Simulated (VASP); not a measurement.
TiO2, 3 atoms in the cell. The structure is trigonal, space group R-3m (No. 166). The conventional cell has a = 3.008 Å, b = 3.008 Å, c = 14.686 Å, α = 90.00°, β = 90.00°, γ = 120.00°. Ti (site symmetry -3m) has 6 O at 1.98 Å within 2.6 Å. Within 2.6 Å of O (site symmetry 3m) lie 3 Ti at 1.98 Å and 3 O at 2.58 Å. 

- Program: VASP 6.6.1
- Task: single point
- Functional: PBE
- Dispersion: D3(BJ)
- Potentials or basis: VASP PAW PBE potentials, release 64 (Ti_sv, O)
- Cutoff: 520 eV
- k mesh: 9 × 9 × 9
- Occupations: gaussian, width 0.05 eV
- Spin: no spin polarisation
- Hubbard terms: Ti d U = 4.0 eV
- Dipole correction: no
- Further INCAR settings: ALGO = Normal; EDIFF = 1e-07; NBANDS = 19

Potentials or basis: VASP PAW PBE potentials, release 64 (Ti_sv, O).

Command:

```console
$ cat potpaw_PBE.64/Ti_sv/POTCAR potpaw_PBE.64/O/POTCAR > POTCAR
$ mpirun -np 1 vasp_std > vasp.out
```

Hardware: 1 thread of AMD EPYC 7R43 64-Core Processor (Zen 3) (shared host).

Question: Estimate the wall time of this run.

Answer: It took 5.6 min on 1 thread of AMD EPYC 7R43 64-Core Processor (Zen 3), with other jobs on the host, peak memory 0.23 GiB. Counts: scf iterations 17, k points 85.
